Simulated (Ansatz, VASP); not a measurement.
**GaSn4S3: VASP beside Ansatz**

```
CELL_PARAMETERS angstrom
5.81067 0.00000 0.00000
0.00000 5.81067 0.00000
0.00000 0.00000 5.81067
ATOMIC_POSITIONS crystal
Ga 0.50000 0.50000 0.50000
Sn 0.50000 0.00000 0.00000
Sn 0.00000 0.50000 0.00000
Sn 0.00000 0.00000 0.50000
Sn 0.00000 0.00000 0.00000
S 0.00000 0.50000 0.50000
S 0.50000 0.00000 0.50000
S 0.50000 0.50000 0.00000
```

Alike in both runs: functional PBE; k mesh 3 × 3 × 3; occupations gaussian, width 0.2 eV; no spin polarisation.

Ansatz relaxed the structure, and its values are those at the end. VASP's run is a single point on that final structure, the one shown.

|  | VASP | Ansatz |
| --- | --- | --- |
| version | VASP 6.6.1 | Ansatz 0.2.0 |
| potentials or method | VASP PAW PBE potentials, release 64 (Ga_d, Sn_d, S), cutoff 520 eV | scalar-relativistic, plane waves, PAW |
| valence electrons in the cell | 87 | 87 |

|  | VASP | Ansatz | Ansatz less VASP |
| --- | --- | --- | --- |
| gap on the k mesh at the Fermi level (eV) | none | none | - |
| pressure (GPa) | -0.4 | -0.3 | +0.04 |

A gap of «none» marks a metal or a gap that the smearing closes. With one functional, cell and mesh, what is left measures potentials, basis and numerics.

The k mesh is coarse, so the values compare programs but aren't converged.
